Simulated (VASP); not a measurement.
Runs of VASP 6.6.1 on SnSe. The structure is that of space group I4/mmm (No. 139), or close to it. The cells are those of the table. 

```csv
cell,gap on the mesh (eV),pressure (GPa)
"a = 4.229, b = 4.229, c = 4.354 Å, angles 59.0, 59.0, 62.0°, 2 atoms",0.44,(b)
"a = 4.291, b = 4.291, c = 4.354 Å, angles 59.5, 59.5, 61.0°, 2 atoms",0.44,-2.6
"a = 4.227, b = 4.227, c = 4.290 Å, angles 59.5, 59.5, 61.0°, 2 atoms",0.50,(a)
"a = 4.260, b = 4.260, c = 4.354 Å, angles 59.3, 59.3, 61.5°, 2 atoms",(c),-1.9
"a = 4.196, b = 4.196, c = 4.290 Å, angles 59.3, 59.3, 61.5°, 2 atoms",0.42,0.3
```

Alike in all rows: task single point; level PBE+D3(BJ); potentials or basis VASP PAW PBE potentials, release 64 (Sn_d, Se); no spin polarisation; k mesh 10 × 10 × 10; cutoff (eV) 520; smearing gaussian 0.05 eV.

Question: Fill in the values left out.

Answer: (a) -0.6; (b) -1.0; (c) 0.48.

Caveats: semilocal functionals underestimate gaps, and a narrow one can read as zero; spin-orbit coupling is left out, which moves the levels of the heavy elements; the stress differs along the axes, from -4 to 4 GPa (at least some runs); the stress differs along the axes, from -4 to 2 GPa (at least some runs); the stress differs along the axes, from -2 to 5 GPa (at least some runs).

A k mesh can miss the band edges, and the runs leave out spin-orbit coupling on Se, Sn.
